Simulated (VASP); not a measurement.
Input of a VASP 6.6.1 run:

POSCAR

```
MgO
1.0
    3.5822992397      0.0000000000      0.0000000000
   -1.7911496199      3.1023621455      0.0000000000
    0.0000000000      0.0000000000      3.9593633859
Mg O
2 2
Direct
    0.6666666667      0.3333333333      0.7500000000
    0.3333333333      0.6666666667      0.2500000000
    0.6666666667      0.3333333333      0.2500000000
    0.3333333333      0.6666666667      0.7500000000
```

The input INCAR.step1:

```
SYSTEM = MgO
PREC = Accurate ; ENCUT = 520
ISMEAR = 0 ; SIGMA = 0.05
LREAL = .False. ; LASPH = .True.
NELM = 60 ; NBANDS = 16
GGA = PE ; ALGO = Normal
EDIFF = 1E-4 ; LWAVE = .True.
LCHARG = .False.
```

File INCAR.step2:

```
SYSTEM = MgO
PREC = Accurate ; ENCUT = 520
EDIFF = 1E-7 ; ISMEAR = 0
SIGMA = 0.05 ; LREAL = .False.
LASPH = .True. ; NELM = 60
ALGO = Normal ; ISIF = 2
LWAVE = .False. ; LCHARG = .True.
METAGGA = R2SCAN ; LMIXTAU = .True.
LELF = .True. ; LVHAR = .True.
NBANDS = 16 ; ISTART = 1
```

The input KPOINTS:

```
regular mesh
0
Gamma
  12 12 6
  0 0 0
```

Potentials or basis: VASP PAW PBE potentials, release 64 (Mg, O).

Run with:

```console
$ cat potpaw_PBE.64/Mg/POTCAR potpaw_PBE.64/O/POTCAR > POTCAR
$ cp INCAR.step1 INCAR
$ mpirun -np 1 vasp_std > vasp.out
$ cp INCAR.step2 INCAR
$ mpirun -np 1 vasp_std > vasp.out
```

Problem. What does it give for the pressure?

Solution. 1.9 GPa.

Problem. Estimate the band gap on the k mesh.

Solution. 4.16 eV.

Stress tensor (GPa, compression positive):
```
-4.27  0.00  0.00
 0.00 -4.27  0.00
 0.00  0.00 14.18
```

Caveat: the stress differs along the axes, from -4 to 14 GPa; the PAW data sets were made with another functional, which shifts forces and pressure a little. A k mesh can miss the band edges.
